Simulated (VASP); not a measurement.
**TlBr: single point with r2SCAN**

Crystal: TlBr.

```
Tl Br
1.0
     3.94619    0.00000    0.00000
     0.00000    3.94619    0.00000
     0.00000    0.00000    3.94619
Tl Br
1 1
Direct
  0.00000 0.00000 0.00000
  0.50000 0.50000 0.50000
```

* Program: VASP 6.6.1
* Task: single point
* Functional: r2SCAN
* Potentials or basis: VASP PAW PBE potentials, release 64 (Tl_d, Br)
* Cutoff: 550 eV
* k mesh: 2 × 2 × 2
* Occupations: gaussian, width 0.01 eV
* Spin: no spin polarisation

```yaml
Pressure: 4.4 GPa
Band_gap_on_the_k_mesh: 2.11 eV
```

Levels at points of the mesh, in eV from the valence-band top:
```csv
k point,band 8,band 9,band 10,band 11,band 12,band 13
"(0.00, 0.00, 0.00)",-1.41,-1.41,-1.41,7.40,7.40,7.69
"(0.50, 0.00, 0.00)",-0.87,-0.87,0.00,2.11,6.07,6.07
"(0.50, 0.50, 0.00)",-3.15,-3.15,-0.78,5.20,5.20,7.78
"(0.50, 0.50, 0.50)",-2.07,-2.07,-2.07,2.26,2.26,2.26
```

It took 28 s on 1 thread of AMD EPYC 7R43 64-Core Processor (Zen 3), on a shared host, peak memory 0.14 GiB.

Caveat: the k points lie up to 0.80 Å⁻¹ apart; the PAW data sets were made with another functional, which shifts forces and pressure a little; spin-orbit coupling is left out, which moves the levels of the heavy elements. r2SCAN opens gaps a little over a GGA but as a rule still falls short of measured ones.
